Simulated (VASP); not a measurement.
Set up this calculation in VASP 6.6.1, as the native input.

* Task: single point
* Functional: PBE
* Potentials or basis: VASP PAW PBE potentials, release 64 (C)
* Cutoff: 520 eV
* k mesh: 12 × 12 × 4
* Occupations: gaussian, width 0.05 eV
* Spin: no spin polarisation
* Dipole correction: no
* Further INCAR settings: ALGO = Normal; EDIFF = 1e-06; NBANDS = 26

The structure of C lies in POSCAR:

```
C
1.0
    2.5180184915      0.0000000000      0.0000000000
   -1.2590092457      2.1806679808      0.0000000000
    0.0000000000      0.0000000000      8.7198175910
C
8
Direct
    0.0000000000      0.0000000000      0.0929681641
    0.0000000000      0.0000000000      0.5929681641
    0.0000000000      0.0000000000      0.4070318359
    0.0000000000      0.0000000000      0.9070318359
    0.3333333333      0.6666666667      0.1555285626
    0.6666666667      0.3333333333      0.6555285626
    0.3333333333      0.6666666667      0.3444714374
    0.6666666667      0.3333333333      0.8444714374
```

This cell differs from its parent crystal: strain +0.000 along x and y, +0.050 along z.

These files were run (other wordings do the same):

INCAR

```
PREC = Accurate ; ENCUT = 520
EDIFF = 1E-6 ; ISMEAR = 0
SIGMA = 0.05 ; LREAL = F
LASPH = T ; NELM = 80
ALGO = Normal ; ISIF = 2
LWAVE = F ; LCHARG = F
GGA = PE ; NBANDS = 26
```

KPOINTS

```
regular mesh
0
Gamma
  12 12 4
```

Potentials or basis: VASP PAW PBE potentials, release 64 (C).

Launch:

```sh
$ cat potpaw_PBE.64/C/POTCAR > POTCAR
$ mpirun -np 1 vasp_std > vasp.out
```

Results of the run:

```
Pressure               : -17.7 GPa
Largest force          : 0.188 eV/Å
Band gap on the k mesh : 4.12 eV, direct
```

Caveat: the cell differs from its parent crystal (strain +0.000 along x and y, +0.050 along z).

Run time: 41 s on 1 thread of Intel(R) Xeon(R) 6975P-C (Granite Rapids) (shared host), peak memory 0.19 GiB.
